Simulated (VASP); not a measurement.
# Sb (Im-3m) in VASP: single point with PBE

Aim: the single point of Sb with PBE.

Everything below comes from runs of VASP 6.6.1. Logs are shortened: lines on timing, memory, paths and dates and some standing lists are left out, and cuts for length are marked.

## Step 1: The cell of the first run

Symmetry: Im-3m, No. 229, cubic system. Conventional cell: a = 3.450 Å, b = 3.450 Å, c = 3.450 Å, α = 90.00°, β = 90.00°, γ = 90.00°. Within 3.9 Å of Sb (site symmetry m-3m) lie 14 Sb at 2.99 to 3.45 Å.

## Step 2: Single point, PBE

Contents of INCAR:

```
ALGO = Normal ; EDIFF = 1E-6
ENCUT = 500 ; GGA = PE
GGA_COMPAT = F ; ISIF = 2
ISMEAR = -1 ; LASPH = T
LCHARG = F ; LREAL = F
LWAVE = F ; NBANDS = 8
NELM = 120 ; PREC = Accurate
SIGMA = 0.1
```

Contents of KPOINTS:

```
k-points
0
Gamma
  8 8 8
```

Contents of POSCAR:

```
Sb
1.0
   -1.7250000000      1.7250000000      1.7250000000
    1.7250000000     -1.7250000000      1.7250000000
    1.7250000000      1.7250000000     -1.7250000000
Sb
1
Direct
    0.0000000000      0.0000000000      0.0000000000
```

Potentials or basis: VASP PAW PBE potentials, release 64 (Sb).

On the command line:

```
$ cat potpaw_PBE.64/Sb/POTCAR > POTCAR
$ mpirun -np 1 vasp_std > vasp.out
```

OUTCAR:

```text
EDIFF = 1E-6
   ENCUT = 500
   GGA = PE
   ISIF = 2
   ISMEAR = -1
   LASPH = T
   LREAL = F
   NELM = 120
   PREC = Accurate

 ion  position               nearest neighbor table
   1  0.000  0.000  0.000-

  LATTYP: Found a body centered cubic cell.
 ALAT       =     3.4500000000

  Lattice vectors:

 A1 = (  -1.7250000000,   1.7250000000,   1.7250000000)
 A2 = (   1.7250000000,  -1.7250000000,   1.7250000000)
 A3 = (   1.7250000000,   1.7250000000,  -1.7250000000)

Analysis of symmetry for initial positions (statically):
=====================================================================
 Subroutine PRICEL returns:
 Original cell was already a primitive cell.

 Routine SETGRP: Setting up the symmetry group for a
 body centered cubic supercell.

 Subroutine GETGRP returns: Found 48 space group operations
 (whereof 48 operations were pure point group operations)
 out of a pool of 48 trial point group operations.

The static configuration has the point symmetry O_h .

Analysis of symmetry for dynamics (positions and initial velocities):
=====================================================================
 Subroutine PRICEL returns:
 Original cell was already a primitive cell.

 Routine SETGRP: Setting up the symmetry group for a
 body centered cubic supercell.

 Subroutine GETGRP returns: Found 48 space group operations
 (whereof 48 operations were pure point group operations)
 out of a pool of 48 trial point group operations.

The dynamic configuration has the point symmetry O_h .

 Subroutine INISYM returns: Found 48 space group operations
 (whereof 48 operations are pure point group operations),
 and found     1 'primitive' translations

----------------------------------------------------------------------------------------

                                     Primitive cell

  volume of cell :      20.5318

  direct lattice vectors                    reciprocal lattice vectors
    -1.725000000  1.725000000  1.725000000     0.000000000  0.289855072  0.289855072
     1.725000000 -1.725000000  1.725000000     0.289855072  0.000000000  0.289855072
     1.725000000  1.725000000 -1.725000000     0.289855072  0.289855072  0.000000000

  length of vectors
     2.987787643  2.987787643  2.987787643     0.409916975  0.409916975  0.409916975

  position of ions in fractional coordinates (direct lattice)
     0.000000000  0.000000000  0.000000000

  ion indices of the primitive-cell ions
   primitive index   ion index
                 1           1

----------------------------------------------------------------------------------------

 KPOINTS: k-points

Automatic generation of k-mesh.
 Grid dimensions read from file:
 generate k-points for:    8    8    8

 Generating k-lattice:

  Cartesian coordinates                     Fractional coordinates (reciprocal lattice)
     0.000000000  0.036231884  0.036231884     0.125000000  0.000000000  0.000000000
     0.036231884  0.000000000  0.036231884     0.000000000  0.125000000  0.000000000
     0.036231884  0.036231884  0.000000000     0.000000000  0.000000000  0.125000000

  Length of vectors
     0.051239622  0.051239622  0.051239622

  Shift w.r.t. Gamma in fractional coordinates (k-lattice)
     0.000000000  0.000000000  0.000000000

 Subroutine IBZKPT returns following result:
 ===========================================

 Found     29 irreducible k-points:

 Following reciprocal coordinates:
            Coordinates               Weight
  0.000000  0.000000  0.000000      1.000000
  0.125000  0.000000  0.000000     12.000000
  0.250000  0.000000  0.000000     12.000000
  0.375000  0.000000  0.000000     12.000000
  0.500000  0.000000  0.000000      6.000000
  0.125000  0.125000  0.000000     24.000000
[... 16 lines left out ...]
 -0.250000  0.250000  0.250000      6.000000
 -0.375000  0.375000  0.250000     24.000000
 [... further k-points ...]
   k-points           NKPTS =     29   k-points in BZ     NKDIM =     29   number of bands    NBANDS=      8
   number of dos      NEDOS =    301   number of ions     NIONS =      1
   total plane-waves  NPLWV =  13824
   dimension x,y,z NGX =    24 NGY =   24 NGZ =   24
   dimension x,y,z NGXF=    48 NGYF=   48 NGZF=   48
   ions per type =               1
   NGX,Y,Z   is equivalent  to a cutoff of  13.35, 13.35, 13.35 a.u.
   NGXF,Y,Z  is equivalent  to a cutoff of  26.71, 26.71, 26.71 a.u.
 SYSTEM =  unknown system
   PREC   = accura    normal or accurate (medium, high low for compatibility)
   ISTART =      0    job   : 0-new  1-cont  2-samecut
   ICHARG =      2    charge: 1-file 2-atom 10-const
   ISPIN  =      1    spin polarized calculation?
   LNONCOLLINEAR =      F non collinear calculations
   LSORBIT =      F    spin-orbit coupling
   LASPH  =      T    aspherical Exc in radial PAW
   ENCUT  =  500.0 eV  36.75 Ry    6.06 a.u.   5.45  5.45  5.45*2*pi/ulx,y,z
   NELM   =    120;   NELMIN=  2; NELMDL= -5     # of ELM steps
   EDIFF  = 0.1E-05   stopping-criterion for ELM
   LREAL  =      F    real-space projection
   EDIFFG = 0.1E-04   stopping-criterion for IOM
   NSW    =      0    number of steps for IOM
   IBRION =     -1    ionic relax: 0-MD 1-quasi-New 2-CG
   NFREE  =      0    steps in history (QN), initial steepest desc. (CG)
   ISIF   =      2    stress and relaxation
   ISYM   =      2    0-nonsym 1-usesym 2-fastsym
   POTIM  = 0.5000    time-step for ionic-motion
   TEBEG  =    0.0;   TEEND  =   0.0 temperature during run
   PSTRESS=    0.0 pullay stress
   NELECT =       5.0000    total number of electrons
   NUPDOWN=      -1.0000    fix difference up-down
   EMIN   =  10.00;   EMAX   =-10.00  energy-range for DOS
   EFERMI =   0.00;   METHOD = LEGACY
   ISMEAR =    -1;   SIGMA  =   0.10  broadening in eV -4-tet -1-fermi 0-gaus
   EFERMI_NEDOS =   21; number of points for ismear=-14 and -15
   IALGO  =     38    algorithm
   IMIX   =      4    mixing-type and parameters
     AMIX     =   0.40;   BMIX     =  1.00
     AMIX_MAG =   1.60;   BMIX_MAG =  1.00
  volume/ion in A,a.u.               =      20.53       138.56
  Fermi-wavevector in a.u.,A,eV,Ry     =   1.022325  1.931915 14.220113  1.045149
  Thomas-Fermi vector in A             =   2.155998
   LORBIT       =      0    0 simple, 1 ext, 2 COOP (PROOUT), +10 PAW based schemes
   GGA     = PE    functional components
   LHFCALC =     F    Hartree Fock is set to
   AEXX    =    0.0000 exact exchange contribution
   IVDW    =     0    specifies the selected vdW correction
   LEPSILON=     F    determine dielectric tensor
   LRPA    =     F    only Hartree local field effects (RPA)
 non-spin polarized calculation
  energy-cutoff  :      500.00
  volume of cell :       20.53
 maximum number of plane-waves:       535
 NGX is ok and might be reduce to    24
   NGX = 11   NGY = 11   NGZ = 11

 number of electron       5.0000000 magnetization

 Free energy of the ion-electron system (eV)
  ---------------------------------------------------
  ext. energy  EPLUGINS =         0.00000000
  ---------------------------------------------------
  free energy    TOTEN  =        -3.38573809 eV

  energy without entropy =       -3.36801900  energy(sigma->0) =       -3.37687855

 E-fermi :  12.6368     XC(G=0): -11.4589

 val. band max:       12.4138187874   @ k =   0.2500   0.0000   0.0000
 cond. band min:      12.7241841910   @ k =  -0.2500   0.2500   0.1250
 fundamental gap:      0.3103654036
 Fermi energy:        12.6368238042

 k-point     1 :       0.0000    0.0000    0.0000
  band No.  band energies     occupation
      1      -2.8487      2.00000
      2      20.4450      0.00000
      3      20.4450      0.00000
      4      20.4450      0.00000
      5      24.1349      0.00000
      6      24.1349      0.00000
      7      24.1349      0.00000
      8      24.3737      0.00000

 k-point     2 :       0.1250    0.0000    0.0000
  band No.  band energies     occupation
      1      -2.4307      2.00000
      2      17.3006      0.00000
      3      18.9024      0.00000
      4      19.8021      0.00000
      5      22.2408      0.00000
      6      22.2473      0.00000
      7      23.9443      0.00000
      8      25.2934      0.00000

 k-point     3 :       0.2500    0.0000    0.0000
  band No.  band energies     occupation
      1      -1.1765      2.00000
      2      12.4138      1.80583
      3      16.7986      0.00000
      4      18.4476      0.00000
      5      20.8571      0.00000
      6      20.9820      0.00000
      7      24.7534      0.00000
      8      26.1983      0.00000

 k-point     4 :       0.3750    0.0000    0.0000
  band No.  band energies     occupation
      1       0.8916      2.00000
      2       7.9514      2.00000
      3      15.3440      0.00000
      4      17.3874      0.00000
      5      20.0403      0.00000
      6      20.2537      0.00000
      7      26.5146      0.00000
      8      27.4639      0.00000

 k-point     5 :       0.5000    0.0000    0.0000
  band No.  band energies     occupation
      1       3.0561      2.00000
      2       4.9647      2.00000
      3      14.8320      0.00000
      4      17.0072      0.00000
      5      19.7711      0.00000
      6      20.0191      0.00000
      7      28.3802      0.00000
      8      29.0550      0.00000

 k-point     6 :       0.1250    0.1250    0.0000
  band No.  band energies     occupation
      1      -1.5944      2.00000
      2      14.4662      0.00000
      3      15.9698      0.00000
      4      18.1569      0.00000
      5      22.0981      0.00000
      6      22.4374      0.00000
      7      24.3950      0.00000
      8      25.9166      0.00000

 k-point     7 :       0.2500    0.1250    0.0000
  band No.  band energies     occupation
      1       0.0709      2.00000
      2      10.2855      2.00000
      3      13.7951      0.00002
      4      16.7832      0.00000
      5      21.2647      0.00000
      6      23.1069      0.00000
      7      24.4055      0.00000
      8      28.3490      0.00000

 k-point     8 :       0.3750    0.1250    0.0000
  band No.  band energies     occupation
      1       2.4520      2.00000
      2       6.3694      2.00000
      3      12.8297      0.25370
      4      16.0291      0.00000
      5      20.7347      0.00000
      6      23.0696      0.00000
      7      25.8341      0.00000
      8      28.2004      0.00000

 k-point     9 :       0.2500    0.2500    0.0000
  band No.  band energies     occupation
      1       2.0934      2.00000
      2       8.4462      2.00000
      3      10.1693      2.00000
      4      15.7680      0.00000
      5      22.5759      0.00000
      6      23.0130      0.00000
      7      27.5111      0.00000
      8      27.6167      0.00000

 k-point    10 :       0.3750    0.2500    0.0000
  band No.  band energies     occupation
      1       4.0406      2.00000
      2       6.3109      2.00000
      3       9.1454      2.00000
      4      15.4162      0.00000
      5      22.4925      0.00000
      6      24.8086      0.00000
      7      25.3151      0.00000
      8      27.8286      0.00000
[... 78 lines left out ...]
 k-point    18 :      -0.2500    0.3750    0.1250
  band No.  band energies     occupation
      1       0.8961      2.00000
      2      10.5307      2.00000
      3      11.9897      1.99691
      4      16.7030      0.00000
      5      19.3643      0.00000
      6      22.0827      0.00000
      7      26.6065      0.00000
      8      26.6583      0.00000

 k-point    19 :       0.5000    0.5000    0.1250
  band No.  band energies     occupation
      1       3.4390      2.00000
      2       5.3957      2.00000
      3      13.5043      0.00034
      4      15.5628      0.00000
      5      21.5510      0.00000
      6      21.6932      0.00000
      7      24.6797      0.00000
      8      24.6804      0.00000

 k-point    20 :      -0.3750    0.5000    0.1250
  band No.  band energies     occupation
      1       3.2405      2.00000
      2       7.1520      2.00000
      3      10.6265      2.00000
      4      16.5837      0.00000
      5      20.3853      0.00000
      6      21.8437      0.00000
      7      23.7905      0.00000
      8      26.6301      0.00000

 k-point    21 :      -0.3750   -0.3750    0.1250
  band No.  band energies     occupation
      1       4.7793      2.00000
      2       7.5452      2.00000
      3       7.5452      2.00000
      4      17.4103      0.00000
      5      21.0683      0.00000
      6      21.0683      0.00000
      7      21.8240      0.00000
      8      30.3981      0.00000

 k-point    22 :       0.2500    0.2500    0.2500
  band No.  band energies     occupation
      1       4.8160      2.00000
      2       8.5647      2.00000
      3       8.5647      2.00000
      4       8.5647      2.00000
      5      29.9817      0.00000
      6      29.9817      0.00000
      7      29.9963      0.00000
      8      30.0025      0.00000

 k-point    23 :      -0.2500    0.2500    0.2500
  band No.  band energies     occupation
      1       0.4850      2.00000
      2      13.3911      0.00106
      3      13.3911      0.00106
      4      13.5040      0.00034
      5      17.3453      0.00000
      6      25.8395      0.00000
      7      26.2481      0.00000
      8      26.2481      0.00000

 k-point    24 :      -0.3750    0.3750    0.2500
  band No.  band energies     occupation
      1       2.5227      2.00000
      2       9.4416      2.00000
      3      12.0469      1.99453
      4      13.7709      0.00002
      5      17.5127      0.00000
      6      22.9821      0.00000
      7      25.1234      0.00000
      8      26.5286      0.00000

 [... further k-points ...]
[... 5 lines left out ...]
  --------------------------------------------------------------------------------------
  -------------------------------------------------------------------------------------
  Total        4.1841741      4.1841741      4.1841741      0.0000000     -0.0000000      0.0000000
  in kB      326.5074094    326.5074094    326.5074094      0.0000000     -0.0000000      0.0000000
  external PRESSURE =     326.5074094 kB  Pullay stress =       0.0000000 kB

 VOLUME and BASIS-vectors are now :
 -----------------------------------------------------------------------------
  energy-cutoff  :      500.00
  volume of cell :       20.53
      direct lattice vectors                 reciprocal lattice vectors
    -1.725000000  1.725000000  1.725000000     0.000000000  0.289855072  0.289855072
     1.725000000 -1.725000000  1.725000000     0.289855072  0.000000000  0.289855072
     1.725000000  1.725000000 -1.725000000     0.289855072  0.289855072  0.000000000

 POSITION                                       TOTAL-FORCE (eV/Angst)
 -----------------------------------------------------------------------------------
      0.00000      0.00000      0.00000        -0.000000      0.000000     -0.000000
 -----------------------------------------------------------------------------------
    total drift:                               -0.000000     -0.000000     -0.000000

  FREE ENERGIE OF THE ION-ELECTRON SYSTEM (eV)
  ---------------------------------------------------
  free  energy   TOTEN  =        -3.3857380942 eV

  energy  without entropy=       -3.3680190027  energy(sigma->0) =       -3.37687855
```

It took 7.3 s on 1 thread of AMD EPYC 7R13, shared host; peak memory 0.11 GiB.

Results:

| Quantity | Value |
| --- | --- |
| Free energy | -3.3857 eV |
| Pressure | 32.7 GPa |

Levels at points of the mesh, in eV from the Fermi level:
| k point | band 1 | band 2 | band 3 | band 4 | band 5 | band 6 |
| --- | --- | --- | --- | --- | --- | --- |
| (0.00, 0.00, 0.00) | -15.49 | 7.81 | 7.81 | 7.81 | 11.50 | 11.50 |
| (0.50, 0.00, 0.00) | -9.58 | -7.67 | 2.20 | 4.37 | 7.13 | 7.38 |
| (0.50, 0.50, 0.50) | -4.23 | -2.87 | -2.87 | -2.87 | 2.19 | 2.19 |

Caveat: spin-orbit coupling is left out, which moves the levels of the heavy elements.
